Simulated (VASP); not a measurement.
A run of VASP 6.6.1 is set up as follows.

File INCAR:

```
SYSTEM = WS2
ALGO = Normal ; EDIFF = 1E-6
ENCUT = 500 ; GGA = PS
GGA_COMPAT = .False. ; ISIF = 2
ISMEAR = 0 ; LASPH = .True.
LCHARG = .False. ; LREAL = .False.
LWAVE = .False. ; NBANDS = 35
NELM = 120 ; PREC = Accurate
SIGMA = 0.05
```

The input KPOINTS:

```
k-points
0
Gamma
  12 12 2
  0 0 0
```

The input POSCAR:

```
WS2
1.0
    3.2247166648      0.0000000000      0.0000000000
   -1.6123583324      2.7926865518      0.0000000000
    0.0000000000      0.0000000000     24.1602380064
W S
2 4
Direct
    0.3333333333      0.6666666667      0.6345659624
    0.6666666667      0.3333333333      0.3654340376
    0.3333333333      0.6666666667      0.2989660749
    0.6666666667      0.3333333333      0.5680485953
    0.3333333333      0.6666666667      0.4319514047
    0.6666666667      0.3333333333      0.7010339251
```

Potentials or basis: VASP PAW PBE potentials, release 64 (W_sv, S).

Command:

```sh
$ cat potpaw_PBE.64/W_sv/POTCAR potpaw_PBE.64/S/POTCAR > POTCAR
$ mpirun -np 1 vasp_std > vasp.out
```

Task: What does it give for the largest force?

Result: 1.213 eV/Å.

Task: What does it give for the band gap on the k mesh?

Result: 1.50 eV (least direct gap 1.73 eV).

Forces in eV/Å, atoms in the order of the input:
```
W    0.000  0.000 -0.001
W    0.000  0.000  0.001
S    0.000  0.000  1.213
S    0.000  0.000  1.197
S    0.000  0.000 -1.197
S    0.000  0.000 -1.213
```

Caveat: there is no dipole correction, which matters where the two faces differ; the PAW data sets were made with another functional, which shifts forces and pressure a little; spin-orbit coupling is left out, which moves the levels of the heavy elements.
